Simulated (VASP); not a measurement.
# C (R-3m) in VASP: single point with LDA

Aim: the single point of C with LDA.

All numbers are computed with VASP 6.6.1; they aren't measurements. Logs are shortened: lines on timing, memory, paths and dates and some standing lists are left out, and cuts for length are marked.

## Step 1: The cell of the first run

Symmetry: R-3m, No. 166, trigonal system. Conventional cell: a = 5.035 Å, b = 5.035 Å, c = 6.920 Å, α = 90.00°, β = 90.00°, γ = 120.00°. Within 1.7 Å of C (site symmetry 3m) lie 1 C at 1.27 Å.

## Step 2: Single point, LDA

INCAR reads:

```
  PREC = Accurate
  ENCUT = 600
  EDIFF = 1E-6
  ISMEAR = -1
  SIGMA = 0.01
  LREAL = False
  LASPH = True
  NELM = 120
  ALGO = Normal
  ISIF = 2
  LWAVE = False
  LCHARG = False
  NBANDS = 11
  GGA_COMPAT = False
```

KPOINTS reads:

```
regular mesh
0
Gamma
  5 5 5
```

POSCAR reads:

```
C
1.0
    2.5173300000      1.4533800000      2.3066600000
   -2.5173300000      1.4533800000      2.3066600000
    0.0000000000     -2.9067600000      2.3066600000
C
2
Direct
    0.5915600000      0.5915600000      0.5915600000
    0.4084400000      0.4084400000      0.4084400000
```

Potentials or basis: VASP PAW LDA potentials, release 64 (C).

The run is started by

```
> cat potpaw_LDA.64/C/POTCAR > POTCAR
> mpirun -np 1 vasp_std > vasp.out
```

OUTCAR:

```text
PREC = Accurate
   ENCUT = 600
   EDIFF = 1E-6
   ISMEAR = -1
   LREAL = False
   LASPH = True
   NELM = 120
   ISIF = 2

 ion  position               nearest neighbor table
   1  0.592  0.592  0.592-   2 1.27
   2  0.408  0.408  0.408-   1 1.27

  LATTYP: Found a trigonal (rhomboedric) cell.
 ALAT       =     3.7107875322
 COS(alpha) =     0.0795967974

  Lattice vectors:

 A1 = (   2.5173300000,   1.4533800000,   2.3066600000)
 A2 = (  -2.5173300000,   1.4533800000,   2.3066600000)
 A3 = (   0.0000000000,  -2.9067600000,   2.3066600000)

Analysis of symmetry for initial positions (statically):
=====================================================================
 Subroutine PRICEL returns:
 Original cell was already a primitive cell.

 Routine SETGRP: Setting up the symmetry group for a
 trigonal (rhombohedral) supercell.

 Subroutine GETGRP returns: Found 12 space group operations
 (whereof 12 operations were pure point group operations)
 out of a pool of 12 trial point group operations.

The static configuration has the point symmetry D_3d.

Analysis of symmetry for dynamics (positions and initial velocities):
=====================================================================
 Subroutine PRICEL returns:
 Original cell was already a primitive cell.

 Routine SETGRP: Setting up the symmetry group for a
 trigonal (rhombohedral) supercell.

 Subroutine GETGRP returns: Found 12 space group operations
 (whereof 12 operations were pure point group operations)
 out of a pool of 12 trial point group operations.

The dynamic configuration has the point symmetry D_3d.

 Subroutine INISYM returns: Found 12 space group operations
 (whereof 12 operations are pure point group operations),
 and found     1 'primitive' translations

----------------------------------------------------------------------------------------

                                     Primitive cell

  volume of cell :      50.6354

  direct lattice vectors                    reciprocal lattice vectors
     2.517330000  1.453380000  2.306660000     0.198623144  0.114675217  0.144509088
    -2.517330000  1.453380000  2.306660000    -0.198623144  0.114675217  0.144509088
     0.000000000 -2.906760000  2.306660000     0.000000000 -0.229350434  0.144509088

  length of vectors
[... 81 lines left out ...]
   NFREE  =      0    steps in history (QN), initial steepest desc. (CG)
   ISIF   =      2    stress and relaxation
   ISYM   =      2    0-nonsym 1-usesym 2-fastsym
   POTIM  = 0.5000    time-step for ionic-motion
   TEBEG  =    0.0;   TEEND  =   0.0 temperature during run
   PSTRESS=    0.0 pullay stress
   NELECT =       8.0000    total number of electrons
   NUPDOWN=      -1.0000    fix difference up-down
   EMIN   =  10.00;   EMAX   =-10.00  energy-range for DOS
   EFERMI =   0.00;   METHOD = LEGACY
   ISMEAR =    -1;   SIGMA  =   0.01  broadening in eV -4-tet -1-fermi 0-gaus
   EFERMI_NEDOS =   21; number of points for ismear=-14 and -15
   IALGO  =     38    algorithm
   IMIX   =      4    mixing-type and parameters
     AMIX     =   0.40;   BMIX     =  1.00
     AMIX_MAG =   1.60;   BMIX_MAG =  1.00
  volume/ion in A,a.u.               =      25.32       170.85
  Fermi-wavevector in a.u.,A,eV,Ry     =   0.885021  1.672447 10.656922  0.783262
  Thomas-Fermi vector in A             =   2.005999
   LORBIT       =      0    0 simple, 1 ext, 2 COOP (PROOUT), +10 PAW based schemes
   GGA     = CA    functional components
   LHFCALC =     F    Hartree Fock is set to
   AEXX    =    0.0000 exact exchange contribution
   IVDW    =     0    specifies the selected vdW correction
   LEPSILON=     F    determine dielectric tensor
   LRPA    =     F    only Hartree local field effects (RPA)
 non-spin polarized calculation
  energy-cutoff  :      600.00
  volume of cell :       50.64
 maximum number of plane-waves:      1713
 NGX is ok and might be reduce to    30
   NGX = 15   NGY = 15   NGZ = 15

 number of electron       7.9999999 magnetization

 Free energy of the ion-electron system (eV)
  ---------------------------------------------------
  ext. energy  EPLUGINS =         0.00000000
  ---------------------------------------------------
  free energy    TOTEN  =       -10.83910296 eV

  energy without entropy =      -10.83778145  energy(sigma->0) =      -10.83844221

 E-fermi :  -4.5362     XC(G=0):  -6.9097

 val. band max:       -4.5917183149   @ k =   0.0000   0.0000   0.0000
 cond. band min:      -4.5336308128   @ k =   0.2000  -0.0000   0.0000
 fundamental gap:      0.0580875021
 Fermi energy:        -4.5362114762

 k-point     1 :       0.0000    0.0000    0.0000
  band No.  band energies     occupation
      1     -16.9754      2.00000
      2      -6.0513      2.00000
      3      -5.6293      2.00000
      4      -4.5917      1.99226
      5      -4.5917      1.99226
      6       1.1073      0.00000
      7       1.1073      0.00000
      8       4.7612      0.00000
      9      11.3781      0.00000
     10      11.3781      0.00000
     11      12.1760      0.00000
[... 239 lines left out ...]
 k-point    19 :      -0.4000    0.4000    0.4000
  band No.  band energies     occupation
      1     -16.6088      2.00000
      2      -7.3692      2.00000
      3      -5.7540      2.00000
      4      -5.6033      2.00000
      5      -3.8902      0.00000
      6       2.2638      0.00000
      7       2.3574      0.00000
      8       6.6957      0.00000
      9       7.0245      0.00000
     10       8.7563      0.00000
     11       9.4342      0.00000

------------------------ aborting loop because EDIFF is reached ----------------------------------------

  FORCE on cell =-STRESS in cart. coord.  units (eV):
  Direction    XX          YY          ZZ          XY          YZ          ZX
  --------------------------------------------------------------------------------------
  -------------------------------------------------------------------------------------
  Total       -2.4711041     -2.4711001      1.2412050      0.0000000      0.0000000      0.0000000
  in kB      -78.1893229    -78.1891988     39.2735296      0.0000000      0.0000000      0.0000000
  external PRESSURE =     -39.0349974 kB  Pullay stress =       0.0000000 kB

 VOLUME and BASIS-vectors are now :
 -----------------------------------------------------------------------------
  energy-cutoff  :      600.00
  volume of cell :       50.64
      direct lattice vectors                 reciprocal lattice vectors
     2.517330000  1.453380000  2.306660000     0.198623144  0.114675217  0.144509088
    -2.517330000  1.453380000  2.306660000    -0.198623144  0.114675217  0.144509088
     0.000000000 -2.906760000  2.306660000     0.000000000 -0.229350434  0.144509088

 POSITION                                       TOTAL-FORCE (eV/Angst)
 -----------------------------------------------------------------------------------
      0.00000      0.00000      4.09358         0.000000      0.000000      2.158993
      0.00000      0.00000      2.82640         0.000000      0.000000     -2.158993
 -----------------------------------------------------------------------------------
    total drift:                                0.000000     -0.000000      0.000000

  FREE ENERGIE OF THE ION-ELECTRON SYSTEM (eV)
  ---------------------------------------------------
  free  energy   TOTEN  =       -10.8391029555 eV

  energy  without entropy=      -10.8377814547  energy(sigma->0) =      -10.83844221
```

stdout:

```text
POSCAR found type information on POSCAR C
 POSCAR found :  1 types and       2 ions
 scaLAPACK will be used
 LDA part: xc-table for (Slater(with rela. corr.)+CA(PZ))
 , standard interpolation
 POSCAR, INCAR and KPOINTS ok, starting setup
 FFT: planning ... GRIDC
 FFT: planning ... GRID_SOFT
 FFT: planning ... GRID
 WAVECAR not read
 entering main loop
```

Wall time 11 s (1 thread of Intel Xeon Platinum 8488C (Sapphire Rapids), shared host); peak memory 0.13 GiB.

What came out:

```
Free energy            : -10.8391 eV
Pressure               : -3.9 GPa
Largest force          : 2.159 eV/Å
Band gap on the k mesh : zero (band 4 reaches -4.53 eV, above the bottom of band 5 at -4.59 eV)
```

Forces on the atoms (eV/Å):
```
C    0.000  0.000  2.159
C    0.000  0.000 -2.159
```

Stress tensor (GPa, compression positive):
```
-7.82  0.00  0.00
 0.00 -7.82  0.00
 0.00  0.00  3.93
```

Levels at points of the mesh, in eV from the Fermi level:
| k point | band 1 | band 2 | band 3 | band 4 | band 5 | band 6 | band 7 | band 8 |
| --- | --- | --- | --- | --- | --- | --- | --- | --- |
| (0.00, 0.00, 0.00) | -12.44 | -1.52 | -1.09 | -0.06 | -0.06 | 5.64 | 5.64 | 9.30 |

Caveat: forces of over 1 eV/Å act on the atoms, so gaps and moduli don't describe the material at rest.
